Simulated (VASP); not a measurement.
# CaO (Fm-3m) in VASP: settings compared

The runs below take CaO through single point, with LDA, PBE.

All numbers are computed with VASP 6.6.1; they aren't measurements. Logs are shortened: lines on timing, memory, paths and dates and some standing lists are left out, and cuts for length are marked.

## Step 1: The cell of the first run

Symmetry: Fm-3m, No. 225, cubic system. The conventional cell has a = 4.831 Å, b = 4.831 Å, c = 4.831 Å, α = 90.00°, β = 90.00°, γ = 90.00°. Within 3.2 Å of Ca (site symmetry m-3m) lie 6 O at 2.42 Å. O (site symmetry m-3m) has 6 Ca at 2.42 Å within 3.2 Å.

## Step 2: Single point, LDA

INCAR

```
  ALGO = Normal
  EDIFF = 1E-7
  ENCUT = 520
  ISIF = 2
  ISMEAR = 0
  LASPH = T
  LCHARG = F
  LREAL = F
  LWAVE = F
  NBANDS = 15
  NELM = 60
  PREC = Accurate
  SIGMA = 0.05
```

KPOINTS

```
k-points
0
Gamma
  12 12 12
```

POSCAR

```
CaO
1.0
    0.0000000000      2.4154225699      2.4154225699
    2.4154225699      0.0000000000      2.4154225699
    2.4154225699      2.4154225699      0.0000000000
Ca O
1 1
Direct
    0.5000000000      0.5000000000      0.5000000000
    0.0000000000      0.0000000000      0.0000000000
```

Potentials or basis: VASP PAW LDA potentials, release 64 (Ca_sv, O).

Run with:

```sh
> cat potpaw_LDA.64/Ca_sv/POTCAR potpaw_LDA.64/O/POTCAR > POTCAR
> mpirun -np 1 vasp_std > vasp.out
```

OUTCAR:

```text
EDIFF = 1E-7
   ENCUT = 520
   ISIF = 2
   ISMEAR = 0
   LASPH = T
   LREAL = F
   NELM = 60
   PREC = Accurate

 ion  position               nearest neighbor table
   1  0.500  0.500  0.500-   2 2.42   2 2.42   2 2.42   2 2.42   2 2.42   2 2.42
   2  0.000  0.000  0.000-   1 2.42   1 2.42   1 2.42   1 2.42   1 2.42   1 2.42

  LATTYP: Found a face centered cubic cell.
 ALAT       =     4.8308451398

  Lattice vectors:

 A1 = (   0.0000000000,   2.4154225699,   2.4154225699)
 A2 = (   2.4154225699,   0.0000000000,   2.4154225699)
 A3 = (   2.4154225699,   2.4154225699,   0.0000000000)

Analysis of symmetry for initial positions (statically):
=====================================================================
 Subroutine PRICEL returns:
 Original cell was already a primitive cell.

 Routine SETGRP: Setting up the symmetry group for a
 face centered cubic supercell.

 Subroutine GETGRP returns: Found 48 space group operations
 (whereof 48 operations were pure point group operations)
 out of a pool of 48 trial point group operations.

The static configuration has the point symmetry O_h .

Analysis of symmetry for dynamics (positions and initial velocities):
=====================================================================
 Subroutine PRICEL returns:
 Original cell was already a primitive cell.

 Routine SETGRP: Setting up the symmetry group for a
 face centered cubic supercell.

 Subroutine GETGRP returns: Found 48 space group operations
 (whereof 48 operations were pure point group operations)
 out of a pool of 48 trial point group operations.

The dynamic configuration has the point symmetry O_h .

 Subroutine INISYM returns: Found 48 space group operations
 (whereof 48 operations are pure point group operations),
 and found     1 'primitive' translations

----------------------------------------------------------------------------------------

                                     Primitive cell

  volume of cell :      28.1844

  direct lattice vectors                    reciprocal lattice vectors
     0.000000000  2.415422570  2.415422570    -0.207003117  0.207003117  0.207003117
     2.415422570  0.000000000  2.415422570     0.207003117 -0.207003117  0.207003117
     2.415422570  2.415422570  0.000000000     0.207003117  0.207003117 -0.207003117

  length of vectors
     3.415923357  3.415923357  3.415923357     0.358539915  0.358539915  0.358539915

  position of ions in fractional coordinates (direct lattice)
     0.500000000  0.500000000  0.500000000
     0.000000000  0.000000000  0.000000000

  ion indices of the primitive-cell ions
   primitive index   ion index
                 1           1
                 2           2

----------------------------------------------------------------------------------------

 KPOINTS: k-points

Automatic generation of k-mesh.
 Grid dimensions read from file:
 generate k-points for:   12   12   12

 Generating k-lattice:

  Cartesian coordinates                     Fractional coordinates (reciprocal lattice)
    -0.017250260  0.017250260  0.017250260     0.083333333  0.000000000  0.000000000
     0.017250260 -0.017250260  0.017250260     0.000000000  0.083333333  0.000000000
     0.017250260  0.017250260 -0.017250260     0.000000000  0.000000000  0.083333333

  Length of vectors
     0.029878326  0.029878326  0.029878326

  Shift w.r.t. Gamma in fractional coordinates (k-lattice)
     0.000000000  0.000000000  0.000000000

 Subroutine IBZKPT returns following result:
 ===========================================

 Found     72 irreducible k-points:

 Following reciprocal coordinates:
            Coordinates               Weight
  0.000000  0.000000  0.000000      1.000000
  0.083333  0.000000  0.000000      8.000000
  0.166667  0.000000  0.000000      8.000000
  0.250000  0.000000  0.000000      8.000000
  0.333333  0.000000  0.000000      8.000000
  0.416667  0.000000  0.000000      8.000000
[... 16 lines left out ...]
  0.500000  0.166667  0.000000     24.000000
 -0.416667  0.166667  0.000000     24.000000
 [... further k-points ...]
   k-points           NKPTS =     72   k-points in BZ     NKDIM =     72   number of bands    NBANDS=     15
   number of dos      NEDOS =    301   number of ions     NIONS =      2
   total plane-waves  NPLWV =  21952
   dimension x,y,z NGX =    28 NGY =   28 NGZ =   28
   dimension x,y,z NGXF=    56 NGYF=   56 NGZF=   56
   ions per type =               1   1
   NGX,Y,Z   is equivalent  to a cutoff of  13.63, 13.63, 13.63 a.u.
   NGXF,Y,Z  is equivalent  to a cutoff of  27.25, 27.25, 27.25 a.u.
 SYSTEM =  unknown system
   PREC   = accura    normal or accurate (medium, high low for compatibility)
   ISTART =      0    job   : 0-new  1-cont  2-samecut
   ICHARG =      2    charge: 1-file 2-atom 10-const
   ISPIN  =      1    spin polarized calculation?
   LNONCOLLINEAR =      F non collinear calculations
   LSORBIT =      F    spin-orbit coupling
   LASPH  =      T    aspherical Exc in radial PAW
   ENCUT  =  520.0 eV  38.22 Ry    6.18 a.u.   6.35  6.35  6.35*2*pi/ulx,y,z
   NELM   =     60;   NELMIN=  2; NELMDL= -5     # of ELM steps
   EDIFF  = 0.1E-06   stopping-criterion for ELM
   LREAL  =      F    real-space projection
   EDIFFG = 0.1E-05   stopping-criterion for IOM
   NSW    =      0    number of steps for IOM
   IBRION =     -1    ionic relax: 0-MD 1-quasi-New 2-CG
   NFREE  =      0    steps in history (QN), initial steepest desc. (CG)
   ISIF   =      2    stress and relaxation
   ISYM   =      2    0-nonsym 1-usesym 2-fastsym
   POTIM  = 0.5000    time-step for ionic-motion
   TEBEG  =    0.0;   TEEND  =   0.0 temperature during run
   PSTRESS=    0.0 pullay stress
   NELECT =      16.0000    total number of electrons
   NUPDOWN=      -1.0000    fix difference up-down
   EMIN   =  10.00;   EMAX   =-10.00  energy-range for DOS
   EFERMI =   0.00;   METHOD = LEGACY
   ISMEAR =     0;   SIGMA  =   0.05  broadening in eV -4-tet -1-fermi 0-gaus
   EFERMI_NEDOS =   21; number of points for ismear=-14 and -15
   IALGO  =     38    algorithm
   IMIX   =      4    mixing-type and parameters
     AMIX     =   0.40;   BMIX     =  1.00
     AMIX_MAG =   1.60;   BMIX_MAG =  1.00
  volume/ion in A,a.u.               =      14.09        95.10
  Fermi-wavevector in a.u.,A,eV,Ry     =   1.355538  2.561595 25.000479  1.837483
  Thomas-Fermi vector in A             =   2.482617
   LORBIT       =      0    0 simple, 1 ext, 2 COOP (PROOUT), +10 PAW based schemes
   GGA     = CA    functional components
   LHFCALC =     F    Hartree Fock is set to
   AEXX    =    0.0000 exact exchange contribution
   IVDW    =     0    specifies the selected vdW correction
   LEPSILON=     F    determine dielectric tensor
   LRPA    =     F    only Hartree local field effects (RPA)
 non-spin polarized calculation
 Gauss-broadening in eV      SIGMA  =   0.05
  energy-cutoff  :      520.00
  volume of cell :       28.18
 maximum number of plane-waves:       769
 NGX is ok and might be reduce to    28

 number of electron      15.9999999 magnetization

 Free energy of the ion-electron system (eV)
  ---------------------------------------------------
  ext. energy  EPLUGINS =         0.00000000
  ---------------------------------------------------
  free energy    TOTEN  =       -14.17439680 eV

  energy without entropy =      -14.17439680  energy(sigma->0) =      -14.17439680

 E-fermi :   2.1205     XC(G=0): -10.9551

 val. band max:        1.9265282107   @ k =   0.0000   0.0000   0.0000
 cond. band min:       5.3922158705   @ k =   0.5000   0.5000   0.0000
 fundamental gap:      3.4656876598
 Fermi energy:         2.1205395548

 k-point     1 :       0.0000    0.0000    0.0000
  band No.  band energies     occupation
      1     -35.1943      2.00000
      2     -16.2532      2.00000
      3     -16.2532      2.00000
      4     -16.2532      2.00000
      5     -13.2521      2.00000
      6       1.9265      2.00000
      7       1.9265      2.00000
      8       1.9265      2.00000
      9       6.3682      0.00000
     10       7.9996      0.00000
     11       7.9996      0.00000
     12       7.9996      0.00000
     13       9.5327      0.00000
     14       9.5327      0.00000
     15      16.6493      0.00000

 k-point     2 :       0.0833    0.0000    0.0000
  band No.  band energies     occupation
      1     -35.1873      2.00000
      2     -16.3507      2.00000
      3     -16.2569      2.00000
      4     -16.2569      2.00000
      5     -13.1490      2.00000
      6       1.6606      2.00000
      7       1.8280      2.00000
      8       1.8280      2.00000
      9       6.6971      0.00000
     10       7.9712      0.00000
     11       8.1199      0.00000
     12       8.1199      0.00000
     13       9.7008      0.00000
     14       9.7008      0.00000
     15      16.9460      0.00000

 k-point     3 :       0.1667    0.0000    0.0000
  band No.  band energies     occupation
      1     -35.1684      2.00000
      2     -16.5907      2.00000
      3     -16.2670      2.00000
      4     -16.2670      2.00000
      5     -12.8938      2.00000
      6       1.0492      2.00000
      7       1.5760      2.00000
      8       1.5760      2.00000
      9       7.4770      0.00000
     10       7.9699      0.00000
     11       8.4610      0.00000
     12       8.4610      0.00000
     13      10.1552      0.00000
     14      10.1552      0.00000
     15      17.5423      0.00000
[... 343 lines left out ...]
 k-point    23 :       0.5000    0.1667    0.0000
  band No.  band energies     occupation
      1     -35.0821      2.00000
      2     -17.1932      2.00000
      3     -16.4170      2.00000
      4     -16.3527      2.00000
      5     -12.2736      2.00000
      6      -0.3111      2.00000
      7       0.7529      2.00000
      8       0.9215      2.00000
      9       8.0400      0.00000
     10       9.3329      0.00000
     11      10.4027      0.00000
     12      10.7997      0.00000
     13      11.8402      0.00000
     14      12.8279      0.00000
     15      15.7018      0.00000

 k-point    24 :      -0.4167    0.1667    0.0000
  band No.  band energies     occupation
      1     -35.0803      2.00000
      2     -17.2117      2.00000
      3     -16.4433      2.00000
      4     -16.3342      2.00000
      5     -12.2334      2.00000
      6      -0.3789      2.00000
      7       0.7910      2.00000
      8       0.8053      2.00000
      9       8.6389      0.00000
     10       8.9544      0.00000
     11      10.2040      0.00000
     12      10.8005      0.00000
     13      12.1507      0.00000
     14      13.0063      0.00000
     15      15.5518      0.00000

 [... further k-points ...]
[... 5 lines left out ...]
  --------------------------------------------------------------------------------------
  -------------------------------------------------------------------------------------
  Total       -1.3558931     -1.3558931     -1.3558931      0.0000000      0.0000000      0.0000000
  in kB      -77.0773318    -77.0773318    -77.0773318      0.0000000      0.0000000      0.0000000
  external PRESSURE =     -77.0773318 kB  Pullay stress =       0.0000000 kB

 VOLUME and BASIS-vectors are now :
 -----------------------------------------------------------------------------
  energy-cutoff  :      520.00
  volume of cell :       28.18
      direct lattice vectors                 reciprocal lattice vectors
     0.000000000  2.415422570  2.415422570    -0.207003117  0.207003117  0.207003117
     2.415422570  0.000000000  2.415422570     0.207003117 -0.207003117  0.207003117
     2.415422570  2.415422570  0.000000000     0.207003117  0.207003117 -0.207003117

 POSITION                                       TOTAL-FORCE (eV/Angst)
 -----------------------------------------------------------------------------------
      2.41542      2.41542      2.41542         0.000000      0.000000      0.000000
      0.00000      0.00000      0.00000        -0.000000     -0.000000     -0.000000
 -----------------------------------------------------------------------------------
    total drift:                                0.000000      0.000000      0.000000

  FREE ENERGIE OF THE ION-ELECTRON SYSTEM (eV)
  ---------------------------------------------------
  free  energy   TOTEN  =       -14.1743967977 eV

  energy  without entropy=      -14.1743967977  energy(sigma->0) =      -14.17439680
```

Run time: 20 s. Hardware: 1 thread of Intel Xeon Platinum 8488C (Sapphire Rapids), shared host; peak memory 0.16 GiB.

Results:

```
Free energy            : -14.1744 eV
Pressure               : -7.7 GPa
Band gap on the k mesh : 3.47 eV, indirect (least direct gap 3.84 eV)
```

A k mesh can miss the band edges. LDA gaps usually lie below the measured ones, often by a third to a half.

## Step 3: Single point, PBE

This run uses another cell than the first one, of 14.36 Å³/atom, 1.019 times its volume.

INCAR

```
SYSTEM = CaO
  PREC = Accurate
  ENCUT = 520
  EDIFF = 1E-6
  ISMEAR = 0
  SIGMA = 0.05
  LREAL = .False.
  LASPH = .True.
  NELM = 100
  ALGO = Normal
  ISIF = 2
  LWAVE = .False.
  LCHARG = .True.
  GGA = PE
  LELF = .True.
  LVHAR = .True.
  NBANDS = 15
```

KPOINTS

```
Automatic mesh
0
Gamma
  12 12 12
  0 0 0
```

POSCAR

```
CaO
1.0
    0.0000000000      2.4303877876      2.4303877876
    2.4303877876      0.0000000000      2.4303877876
    2.4303877876      2.4303877876      0.0000000000
Ca O
1 1
Direct
    0.5000000000      0.5000000000      0.5000000000
    0.0000000000      0.0000000000      0.0000000000
```

Potentials or basis: VASP PAW PBE potentials, release 64 (Ca_sv, O).

Run with:

```sh
> cat potpaw_PBE.64/Ca_sv/POTCAR potpaw_PBE.64/O/POTCAR > POTCAR
> mpirun -np 1 vasp_std > vasp.out
```

Run time: 18 s. Hardware: 1 thread of Intel Xeon Platinum 8488C (Sapphire Rapids), shared host; peak memory 0.17 GiB.

It converged, with:

```yaml
Free_energy: -12.8045 eV
Pressure: -1.4 GPa
Band_gap_on_the_k_mesh: 3.64 eV, indirect (least direct gap 4.02 eV)
```

Levels at points of the mesh, in eV from the valence-band top:
```tsv
k point	band 6	band 7	band 8	band 9	band 10	band 11
(0.00, 0.00, 0.00)	0.00	0.00	0.00	4.44	6.14	6.14
(0.50, 0.00, 0.00)	-2.56	-1.14	-1.14	6.89	8.17	8.17
(0.50, 0.50, 0.00)	-1.31	-0.38	-0.38	3.64	7.80	8.70
```

A k mesh can miss the band edges.

## Step 4: Single point, PBE

INCAR

```
SYSTEM = CaO
ALGO = Normal ; EDIFF = 1E-7
ENCUT = 520 ; GGA = PE
ISIF = 2 ; ISMEAR = 0
LASPH = .True. ; LCHARG = .True.
LELF = .True. ; LREAL = .False.
LVHAR = .True. ; LWAVE = .False.
NBANDS = 15 ; NELM = 80
PREC = Accurate ; SIGMA = 0.05
```

KPOINTS

```
k-points
0
Gamma
  12 12 12
  0 0 0
```

POSCAR

```
CaO
1.0
    0.0000000000      2.4314192120      2.4314192120
    2.4314192120      0.0000000000      2.4314192120
    2.4314192120      2.4314192120      0.0000000000
Ca O
1 1
Direct
    0.5000000000      0.5000000000      0.5000000000
    0.0000000000      0.0000000000      0.0000000000
```

Run with:

```sh
> cat potpaw_PBE.64/Ca_sv/POTCAR potpaw_PBE.64/O/POTCAR > POTCAR
> mpirun -np 1 vasp_std > vasp.out
```

Wall time 20 s (1 thread of Intel Xeon Platinum 8488C (Sapphire Rapids), shared host); peak memory 0.17 GiB.

It converged, with:

```yaml
Free_energy: -12.8042 eV
Pressure: -1.5 GPa
Band_gap_on_the_k_mesh: 3.64 eV, indirect (least direct gap 4.02 eV)
```

Levels at points of the mesh, in eV from the valence-band top:
```
           k point  band 6  band 7  band 8  band 9  band 10  band 11
(0.00, 0.00, 0.00)    0.00    0.00    0.00    4.43     6.14     6.14
(0.50, 0.00, 0.00)   -2.56   -1.14   -1.14    6.89     8.16     8.16
(0.50, 0.50, 0.00)   -1.31   -0.38   -0.38    3.64     7.79     8.69
```

## Step 5: Overview

| level | potentials or basis | cell | gap on the mesh (eV) | pressure (GPa) |
| --- | --- | --- | --- | --- |
| LDA | VASP PAW LDA potentials, release 64 (Ca_sv, O) | a = 3.416 Å, angles 60.0°, 2 atoms | 3.47 | -7.7 |
| PBE | VASP PAW PBE potentials, release 64 (Ca_sv, O) | a = 3.437 Å, angles 60.0°, 2 atoms | 3.64 | -1.4 |
| PBE | VASP PAW PBE potentials, release 64 (Ca_sv, O) | a = 3.439 Å, angles 60.0°, 2 atoms | 3.64 | -1.5 |

Alike in all rows: task single point; no spin polarisation; k mesh 12 × 12 × 12; cutoff (eV) 520; smearing gaussian 0.05 eV.

Total energies depend on the potentials used, so only differences within one code and one set of settings carry meaning.
